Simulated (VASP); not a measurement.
Crystal: Sn.

```xyz
2
Lattice="-2.9401 2.9401 1.5993 2.9401 -2.9401 1.5993 2.9401 2.9401 -1.5993" Properties=species:S:1:pos:R:3 pbc="T T T"
Sn    0.0000    0.0000    0.0000
Sn    0.0000    2.9401    0.7997
```

```yaml
Program: VASP 6.6.1
Task: relaxation of cell and atoms
Functional: RPBE
Potentials_or_basis: VASP PAW PBE potentials, release 64 (Sn_d)
Cutoff: 600 eV
k_mesh: 9 × 9 × 9
Occupations: fermi-dirac, width 0.05 eV
Spin: no spin polarisation
```

At the start: pressure 2.8 GPa; volume 27.65 Å³/atom.

Task: Where does the relaxation end?

Result: Over 3 steps the energy falls by 13.9 meV/atom and the volume is 29.27 Å³/atom (+5.9 %); space group I4_1/amd (No. 141, to 0.05 Å).

Step by step:
```
step  energy change (eV)  largest force (eV/Å)  pressure (GPa)  volume (Å³)
   1              0.0000                0.0000            2.85        55.30
   2             -0.0263                0.0000           -0.56        59.33
   3             -0.0277                0.0000           -0.03        58.55
```

Final structure:
```
Sn
1.0
    -2.99965    2.99965    1.62673
     2.99965   -2.99965    1.62673
     2.99965    2.99965   -1.62673
Sn
2
Direct
  0.00000 0.00000 0.00000
  0.75000 0.25000 0.50000
```

Caveat: the PAW data sets were made with another functional, which shifts forces and pressure a little.
